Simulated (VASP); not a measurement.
Input of a VASP 6.6.1 run:

File POSCAR:

```
GaF
1.0
    3.1659200000      0.0000000000      0.0000000000
    0.0000000000      3.1659200000      0.0000000000
    0.0000000000      0.0000000000      3.1659200000
Ga F
1 1
Direct
    0.0000000000      0.0000000000      0.0000000000
    0.5000000000      0.5000000000      0.5000000000
```

The input INCAR.step1:

```
PREC = Accurate
ENCUT = 520
EDIFF = 1E-5
ISMEAR = -1
SIGMA = 0.05
LREAL = False
LASPH = True
NELM = 60
ALGO = Normal
ISIF = 2
LWAVE = True
LCHARG = False
GGA = PE
NBANDS = 17
```

File INCAR.step2:

```
PREC = Accurate
ENCUT = 520
EDIFF = 1E-6
ISMEAR = -1
SIGMA = 0.05
LREAL = False
LASPH = True
NELM = 60
ALGO = Normal
ISIF = 2
LWAVE = False
LCHARG = False
METAGGA = R2SCAN
LHFCALC = True
AEXX = 0.1
LMIXTAU = True
PRECFOCK = Normal
ISTART = 1
NBANDS = 17
```

The input KPOINTS:

```
Automatic mesh
0
Gamma
  5 5 5
```

Potentials or basis: VASP PAW PBE potentials, release 64 (Ga_d, F).

Run with:

```console
$ cat potpaw_PBE.64/Ga_d/POTCAR potpaw_PBE.64/F/POTCAR > POTCAR
$ cp INCAR.step1 INCAR
$ mpirun -np 1 vasp_std > vasp.out
$ cp INCAR.step2 INCAR
$ mpirun -np 1 vasp_std > vasp.out
```

(1) Estimate the band gap on the k mesh.

(2) Estimate the pressure.

Answers

(1) 3.02 eV (least direct gap 3.71 eV).

(2) -2.1 GPa.

Caveat: the PAW data sets were made with another functional, which shifts forces and pressure a little; an odd mesh through Γ misses points on the zone boundary, where band edges can lie.
